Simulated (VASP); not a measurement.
# TlBr (Pm-3m) in VASP: notebook, part 2 of 2

VASP 6.6.1. Earlier steps stand in the parts before.

### Step 4. Single point, r2SCAN

Input file POSCAR:

```
TlBr
1.0
    3.9461933165      0.0000000000      0.0000000000
    0.0000000000      3.9461933165      0.0000000000
    0.0000000000      0.0000000000      3.9461933165
Tl Br
1 1
Direct
    0.0000000000      0.0000000000      0.0000000000
    0.5000000000      0.5000000000      0.5000000000
```

Input file INCAR.step1:

```
PREC = Accurate ; ENCUT = 550
ISMEAR = 0 ; SIGMA = 0.01
LREAL = False ; LASPH = True
NELM = 120 ; NBANDS = 17
GGA = PE ; ALGO = Normal
EDIFF = 1E-5 ; LWAVE = True
LCHARG = False ; GGA_COMPAT = False
```

Input file INCAR.step2:

```
PREC = Accurate ; ENCUT = 550
EDIFF = 1E-6 ; ISMEAR = 0
SIGMA = 0.01 ; LREAL = False
LASPH = True ; NELM = 120
ALGO = Normal ; ISIF = 2
LWAVE = False ; LCHARG = True
METAGGA = R2SCAN ; LMIXTAU = True
LELF = True ; LVHAR = True
NBANDS = 17 ; ISTART = 1
GGA_COMPAT = False
```

Input file KPOINTS:

```
regular mesh
0
Gamma
  4 4 4
```

Potentials or basis: VASP PAW PBE potentials, release 64 (Tl_d, Br).

Command:

```bash
$ cat potpaw_PBE.64/Tl_d/POTCAR potpaw_PBE.64/Br/POTCAR > POTCAR
$ cp INCAR.step1 INCAR
$ mpirun -np 1 vasp_std > vasp.out
$ cp INCAR.step2 INCAR
$ mpirun -np 1 vasp_std > vasp.out
```

OUTCAR:

```text
PREC = Accurate
   ENCUT = 550
   EDIFF = 1E-6
   ISMEAR = 0
   LREAL = False
   LASPH = True
   NELM = 120
   ISIF = 2
   METAGGA = R2SCAN
   ISTART = 1

 ion  position               nearest neighbor table
   1  0.000  0.000  0.000-   2 3.42   2 3.42   2 3.42   2 3.42   2 3.42   2 3.42   2 3.42   2 3.42

   2  0.500  0.500  0.500-   1 3.42   1 3.42   1 3.42   1 3.42   1 3.42   1 3.42   1 3.42   1 3.42

  LATTYP: Found a simple cubic cell.
 ALAT       =     3.9461933165

  Lattice vectors:

 A1 = (   3.9461933165,   0.0000000000,   0.0000000000)
 A2 = (   0.0000000000,   3.9461933165,   0.0000000000)
 A3 = (   0.0000000000,   0.0000000000,   3.9461933165)

Analysis of symmetry for initial positions (statically):
=====================================================================
 Subroutine PRICEL returns:
 Original cell was already a primitive cell.

 Routine SETGRP: Setting up the symmetry group for a
 simple cubic supercell.

 Subroutine GETGRP returns: Found 48 space group operations
 (whereof 48 operations were pure point group operations)
 out of a pool of 48 trial point group operations.

The static configuration has the point symmetry O_h .

Analysis of symmetry for dynamics (positions and initial velocities):
=====================================================================
 Subroutine PRICEL returns:
 Original cell was already a primitive cell.

 Routine SETGRP: Setting up the symmetry group for a
 simple cubic supercell.

 Subroutine GETGRP returns: Found 48 space group operations
 (whereof 48 operations were pure point group operations)
 out of a pool of 48 trial point group operations.

The dynamic configuration has the point symmetry O_h .

 Subroutine INISYM returns: Found 48 space group operations
 (whereof 48 operations are pure point group operations),
 and found     1 'primitive' translations

----------------------------------------------------------------------------------------

                                     Primitive cell

  volume of cell :      61.4519

  direct lattice vectors                    reciprocal lattice vectors
     3.946193317  0.000000000  0.000000000     0.253408771  0.000000000  0.000000000
     0.000000000  3.946193317  0.000000000     0.000000000  0.253408771  0.000000000
     0.000000000  0.000000000  3.946193317     0.000000000  0.000000000  0.253408771

  length of vectors
     3.946193317  3.946193317  3.946193317     0.253408771  0.253408771  0.253408771

  position of ions in fractional coordinates (direct lattice)
     0.000000000  0.000000000  0.000000000
     0.500000000  0.500000000  0.500000000

  ion indices of the primitive-cell ions
   primitive index   ion index
                 1           1
                 2           2

----------------------------------------------------------------------------------------

 KPOINTS: regular mesh

Automatic generation of k-mesh.
 Grid dimensions read from file:
 generate k-points for:    4    4    4

 Generating k-lattice:

  Cartesian coordinates                     Fractional coordinates (reciprocal lattice)
     0.063352193  0.000000000  0.000000000     0.250000000  0.000000000  0.000000000
     0.000000000  0.063352193  0.000000000     0.000000000  0.250000000  0.000000000
     0.000000000  0.000000000  0.063352193     0.000000000  0.000000000  0.250000000

  Length of vectors
     0.063352193  0.063352193  0.063352193

  Shift w.r.t. Gamma in fractional coordinates (k-lattice)
     0.000000000  0.000000000  0.000000000

 Subroutine IBZKPT returns following result:
 ===========================================

 Found     10 irreducible k-points:

 Following reciprocal coordinates:
            Coordinates               Weight
  0.000000  0.000000  0.000000      1.000000
  0.250000  0.000000  0.000000      6.000000
  0.500000  0.000000  0.000000      3.000000
  0.250000  0.250000  0.000000     12.000000
  0.500000  0.250000  0.000000     12.000000
  0.500000  0.500000  0.000000      3.000000
  0.250000  0.250000  0.250000      8.000000
  0.500000  0.250000  0.250000     12.000000
  0.500000  0.500000  0.250000      6.000000
  0.500000  0.500000  0.500000      1.000000
   k-points           NKPTS =     10   k-points in BZ     NKDIM =     10   number of bands    NBANDS=     17
   number of dos      NEDOS =    301   number of ions     NIONS =      2
   total plane-waves  NPLWV =  27000
   dimension x,y,z NGX =    30 NGY =   30 NGZ =   30
   dimension x,y,z NGXF=    60 NGYF=   60 NGZF=   60
   ions per type =               1   1
   NGX,Y,Z   is equivalent  to a cutoff of  12.64, 12.64, 12.64 a.u.
   NGXF,Y,Z  is equivalent  to a cutoff of  25.28, 25.28, 25.28 a.u.
 SYSTEM =  unknown system
   PREC   = accura    normal or accurate (medium, high low for compatibility)
   ISTART =      1    job   : 0-new  1-cont  2-samecut
   ICHARG =      0    charge: 1-file 2-atom 10-const
   ISPIN  =      1    spin polarized calculation?
   LNONCOLLINEAR =      F non collinear calculations
   LSORBIT =      F    spin-orbit coupling
   LASPH  =      T    aspherical Exc in radial PAW
   ENCUT  =  550.0 eV  40.42 Ry    6.36 a.u.   7.55  7.55  7.55*2*pi/ulx,y,z
   NELM   =    120;   NELMIN=  2; NELMDL=  0     # of ELM steps
   EDIFF  = 0.1E-05   stopping-criterion for ELM
   LREAL  =      F    real-space projection
[... 7 lines left out ...]
   TEBEG  =    0.0;   TEEND  =   0.0 temperature during run
   PSTRESS=    0.0 pullay stress
   NELECT =      20.0000    total number of electrons
   NUPDOWN=      -1.0000    fix difference up-down
   EMIN   =  10.00;   EMAX   =-10.00  energy-range for DOS
   EFERMI =   0.00;   METHOD = LEGACY
   ISMEAR =     0;   SIGMA  =   0.01  broadening in eV -4-tet -1-fermi 0-gaus
   EFERMI_NEDOS =   21; number of points for ismear=-14 and -15
   IALGO  =     38    algorithm
   IMIX   =      4    mixing-type and parameters
     AMIX     =   0.40;   BMIX     =  1.00
     AMIX_MAG =   1.60;   BMIX_MAG =  1.00
  volume/ion in A,a.u.               =      30.73       207.35
  Fermi-wavevector in a.u.,A,eV,Ry     =   1.126090  2.128002 17.253261  1.268079
  Thomas-Fermi vector in A             =   2.262770
   LORBIT       =      0    0 simple, 1 ext, 2 COOP (PROOUT), +10 PAW based schemes
   METAGGA = R2SCAN    functional components
   LHFCALC =     F    Hartree Fock is set to
   AEXX    =    0.0000 exact exchange contribution
   IVDW    =     0    specifies the selected vdW correction
   LEPSILON=     F    determine dielectric tensor
   LRPA    =     F    only Hartree local field effects (RPA)
 non-spin polarized calculation
 Gauss-broadening in eV      SIGMA  =   0.01
  energy-cutoff  :      550.00
  volume of cell :       61.45
 maximum number of plane-waves:      1856
   NGX = 15   NGY = 15   NGZ = 15

 number of electron      20.0000001 magnetization

 Free energy of the ion-electron system (eV)
  ---------------------------------------------------
  ext. energy  EPLUGINS =         0.00000000
  ---------------------------------------------------
  free energy    TOTEN  =       -68.36364253 eV

  energy without entropy =      -68.36364253  energy(sigma->0) =      -68.36364253

 E-fermi :   2.4426     XC(G=0):  -9.5535

 val. band max:        2.3732452804   @ k =   0.5000   0.0000   0.0000
 cond. band min:       4.6030627714   @ k =   0.5000   0.0000   0.0000
 fundamental gap:      2.2298174909
 Fermi energy:         2.4425650909

 k-point     1 :       0.0000    0.0000    0.0000
  band No.  band energies     occupation
      1     -12.0177      2.00000
      2      -8.1564      2.00000
      3      -8.1564      2.00000
      4      -7.9610      2.00000
      5      -7.9610      2.00000
      6      -7.9610      2.00000
[... 9 lines left out ...]
     16      14.5624      0.00000
     17      16.5635      0.00000

 k-point     2 :       0.2500    0.0000    0.0000
  band No.  band energies     occupation
      1     -11.8903      2.00000
      2      -8.1509      2.00000
      3      -8.0861      2.00000
      4      -7.9942      2.00000
      5      -7.9942      2.00000
      6      -7.9580      2.00000
[... 9 lines left out ...]
     16      15.1812      0.00000
     17      16.4010      0.00000
[... 141 lines left out ...]
 k-point    10 :       0.5000    0.5000    0.5000
  band No.  band energies     occupation
      1     -11.4144      2.00000
      2      -8.1083      2.00000
      3      -8.1083      2.00000
      4      -8.1083      2.00000
      5      -7.9065      2.00000
      6      -7.9065      2.00000
[... 9 lines left out ...]
     16      16.2751      0.00000
     17      19.8858      0.00000

------------------------ aborting loop because EDIFF is reached ----------------------------------------

  FORCE on cell =-STRESS in cart. coord.  units (eV):
  Direction    XX          YY          ZZ          XY          YZ          ZX
  --------------------------------------------------------------------------------------
  -------------------------------------------------------------------------------------
  Total        0.4280959      0.4280959      0.4280959      0.0000000      0.0000000     -0.0000000
  in kB       11.1613472     11.1613472     11.1613472      0.0000000      0.0000000     -0.0000000
  external PRESSURE =      11.1613472 kB  Pullay stress =       0.0000000 kB

 VOLUME and BASIS-vectors are now :
 -----------------------------------------------------------------------------
  energy-cutoff  :      550.00
  volume of cell :       61.45
      direct lattice vectors                 reciprocal lattice vectors
     3.946193317  0.000000000  0.000000000     0.253408771  0.000000000  0.000000000
     0.000000000  3.946193317  0.000000000     0.000000000  0.253408771  0.000000000
     0.000000000  0.000000000  3.946193317     0.000000000  0.000000000  0.253408771

 POSITION                                       TOTAL-FORCE (eV/Angst)
 -----------------------------------------------------------------------------------
      0.00000      0.00000      0.00000         0.000000      0.000000      0.000000
      1.97310      1.97310      1.97310         0.000000      0.000000      0.000000
 -----------------------------------------------------------------------------------
    total drift:                               -0.000000     -0.000000     -0.000000

  FREE ENERGIE OF THE ION-ELECTRON SYSTEM (eV)
  ---------------------------------------------------
  free  energy   TOTEN  =       -68.3636425342 eV

  energy  without entropy=      -68.3636425342  energy(sigma->0) =      -68.36364253
```

Wall time 37 s (1 thread of AMD EPYC 7R43 (Zen 3), shared host); peak memory 0.14 GiB.

What came out:

- Free energy: -68.3636 eV
- Pressure: 1.1 GPa
- Band gap on the k mesh: 2.23 eV

Caveat: the PAW data sets were made with another functional, which shifts forces and pressure a little; spin-orbit coupling is left out, which moves the levels of the heavy elements. r2SCAN opens gaps a little over a GGA but as a rule still falls short of measured ones.

### Step 5. Single point, r2SCAN+D4

POSCAR is that of step 4.

Input file INCAR.step1:

```
PREC     = Accurate       # precision mode
ENCUT    = 550            # plane-wave cutoff, eV
ISMEAR   = 0              # smearing method
SIGMA    = 0.01           # smearing width, eV
LREAL    = False          # projectors in reciprocal space
LASPH    = True           # aspherical terms in the spheres
NELM     = 120            # most SCF steps
NBANDS   = 17             # bands
GGA      = PE             # functional
ALGO     = Normal         # electronic algorithm
EDIFF    = 1E-5           # SCF threshold, eV
LWAVE    = True           # write WAVECAR
LCHARG   = False          # write CHGCAR
GGA_COMPAT= False
```

Input file INCAR.step2:

```
PREC     = Accurate       # precision mode
ENCUT    = 550            # plane-wave cutoff, eV
EDIFF    = 1E-6           # SCF threshold, eV
ISMEAR   = 0              # smearing method
SIGMA    = 0.01           # smearing width, eV
LREAL    = False          # projectors in reciprocal space
LASPH    = True           # aspherical terms in the spheres
NELM     = 120            # most SCF steps
ALGO     = Normal         # electronic algorithm
ISIF     = 2              # what is computed and relaxed
LWAVE    = False          # write WAVECAR
LCHARG   = False          # write CHGCAR
METAGGA  = R2SCAN         # meta-GGA
LMIXTAU  = True         
IVDW     = 13             # dispersion correction
VDW_S6   = 1.0          
VDW_S8   = 0.6018749    
VDW_A1   = 0.51559235   
VDW_A2   = 5.77342911   
NBANDS   = 17             # bands
ISTART   = 1            
GGA_COMPAT= False
```

KPOINTS is that of step 4.

Command:

```bash
$ cat potpaw_PBE.64/Tl_d/POTCAR potpaw_PBE.64/Br/POTCAR > POTCAR
$ cp INCAR.step1 INCAR
$ mpirun -np 1 vasp_std > vasp.out
$ cp INCAR.step2 INCAR
$ mpirun -np 1 vasp_std > vasp.out
```

Wall time 35 s (1 thread of AMD EPYC 7R43 (Zen 3), shared host); peak memory 0.14 GiB.

It converged, with:

* Free energy: -68.5768 eV
* Pressure: 2.0 GPa
* Band gap on the k mesh: 2.23 eV
* Dispersion energy per atom: -0.107 eV

Levels at points of the mesh, in eV from the valence-band top:
| k point | band 8 | band 9 | band 10 | band 11 | band 12 | band 13 |
| --- | --- | --- | --- | --- | --- | --- |
| (0.00, 0.00, 0.00) | -1.48 | -1.48 | -1.48 | 7.48 | 7.48 | 7.81 |
| (0.50, 0.00, 0.00) | -0.96 | -0.96 | 0.00 | 2.23 | 6.22 | 6.22 |
| (0.50, 0.50, 0.00) | -3.16 | -3.16 | -0.87 | 5.29 | 5.29 | 7.95 |
| (0.50, 0.50, 0.50) | -2.13 | -2.13 | -2.13 | 2.40 | 2.40 | 2.40 |

Caveat: the PAW data sets were made with another functional, which shifts forces and pressure a little; spin-orbit coupling is left out, which moves the levels of the heavy elements.

### Step 6. The runs side by side

| level | k mesh | cutoff (eV) | gap on the mesh (eV) | pressure (GPa) |
| --- | --- | --- | --- | --- |
| PBE | 2 × 2 × 2 | 500 | 1.66 | 5.7 |
| r2SCAN | 2 × 2 × 2 | 550 | 2.11 | 4.4 |
| r2SCAN | 4 × 4 × 4 | 550 | 2.23 | 1.1 |
| r2SCAN+D4 | 4 × 4 × 4 | 550 | 2.23 | 2.0 |

Alike in all rows: task single point; potentials or basis VASP PAW PBE potentials, release 64 (Tl_d, Br); no spin polarisation; cell as given; smearing gaussian 0.01 eV.

Caveats: some runs use coarse meshes; spin-orbit coupling is left out, which moves the levels of the heavy elements; the PAW data sets were made with another functional, which shifts forces and pressure a little (at least some runs).

Absolute energies hang on the potentials; compare differences alone.
